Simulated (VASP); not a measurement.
Crystal: GaN.

```xyz
2
Lattice="0.0000 1.9925 1.9925 1.9925 0.0000 1.9925 1.9925 1.9925 0.0000" Properties=species:S:1:pos:R:3 pbc="T T T"
Ga    1.9925    1.9925    1.9925
N     0.0000    0.0000    0.0000
```

Base run:

* Program: VASP 6.6.1
* Functional: PBE
* Potentials or basis: VASP PAW PBE potentials, release 64 (Ga_d, N)
* Cutoff: 520 eV
* k mesh: 18 × 18 × 18
* Occupations: fermi-dirac, width 0.02 eV
* Spin: no spin polarisation

Its results: band gap on the k mesh 1.81 eV, indirect (least direct gap 5.21 eV); pressure 70.3 GPa.

Q: The run is repeated on the same cell with these changes: k mesh from 18 × 18 × 18 to 4 × 4 × 4. What comes out?

A: Band gap on the k mesh 1.88 eV, indirect (least direct gap 5.18 eV); pressure 69.9 GPa.

Caveats: some runs use coarse meshes.

A k mesh can miss the band edges.
